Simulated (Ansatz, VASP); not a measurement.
# One calculation of BN, two programs

Contents of POSCAR:

```
BN
1.0
    2.5539396017      0.0000000000      0.0000000000
   -1.2769698009      2.2117765748      0.0000000000
    0.0000000000      0.0000000000      4.2268550000
N B
2 2
Direct
    0.3333333333      0.6666666667      0.1252760000
    0.6666666667      0.3333333333      0.6252760000
    0.3333333333      0.6666666667      0.4997240000
    0.6666666667      0.3333333333      0.9997240000
```

INCAR.step1

```
  PREC = Accurate
  ENCUT = 520
  EDIFF = 1E-5
  ISMEAR = -1
  SIGMA = 0.05
  LREAL = False
  LASPH = True
  NELM = 80
  ALGO = Normal
  ISIF = 2
  LWAVE = True
  LCHARG = False
  NBANDS = 16
  GGA = PE
```

The input INCAR.step2:

```
  PREC = Accurate
  ENCUT = 520
  EDIFF = 1E-7
  ISMEAR = -1
  SIGMA = 0.05
  LREAL = False
  LASPH = True
  NELM = 80
  ALGO = Normal
  ISIF = 2
  LWAVE = False
  LCHARG = False
  GGA = PE
  LHFCALC = True
  AEXX = 0.15
  HFSCREEN = 0.2078699
  PRECFOCK = Normal
  NBANDS = 16
  ISTART = 1
```

File KPOINTS:

```
regular mesh
0
Gamma
  7 7 4
```

The input input.yaml:

```yaml
crystal:
  lattice:
    - [2.5539396017, 0.0, 0.0]
    - [-1.2769698009, 2.2117765748, 0.0]
    - [0.0, 0.0, 4.226855]
  atoms:
    - { symbol: "N", position: [0.3333333333, 0.6666666667, 0.125276] }
    - { symbol: "N", position: [0.6666666667, 0.3333333333, 0.625276] }
    - { symbol: B, position: [0.3333333333, 0.6666666667, 0.499724] }
    - { symbol: B, position: [0.6666666667, 0.3333333333, 0.999724] }
hamiltonian:
  xc:
    exchange: pbe
    correlation: pbe
    exx: { coeff: 0.15, omega: 0.2078699 }
  pseudopotentials: { kind: paw }
kpoints:
  mp_grid: { grid: [7, 7, 4] }
scf:
  occupations: { method: fermi_dirac, width: 0.05 }
output:
  forces: true
  stress: true
  eigenvalues: true
```

Alike in both runs: task single point; functional PBE-based screened hybrid with a share of 0.15 of exact exchange and HFSCREEN = 0.2078699; k mesh 7 × 7 × 4; occupations fermi-dirac, width 0.05 eV; no spin polarisation.

```csv
,VASP,Ansatz
version,VASP 6.6.1,Ansatz 0.2.0
potentials or method,"VASP PAW PBE potentials, release 64 (N, B)",Ansatz PAW
plane-wave cutoff (eV),520,420
valence electrons in the cell,16,16
```

```tsv
	VASP	Ansatz	Ansatz less VASP
gap on the k mesh at the Fermi level (eV)	6.38	6.40	+0.017
least direct gap on the mesh (eV)	9.21	9.22	+0.009
pressure (GPa)	-5.2	-5.6	-0.38
traceless stress, the component that is largest in VASP (GPa)	-0.72	-0.69	+0.024
rms of the force components (eV/Å)	0.015	0.017	+0.0015
```

VASP's potentials were made for PBE, not for PBE-based screened hybrid. Atom by atom the forces differ by 0.002 eV/Å (rms over components). With one functional, cell and mesh, what is left measures potentials, basis and numerics.

Noted on Ansatz's run: odd divisions of the mesh miss points on the zone boundary, where band edges often lie, so the gap on the mesh can be too wide.
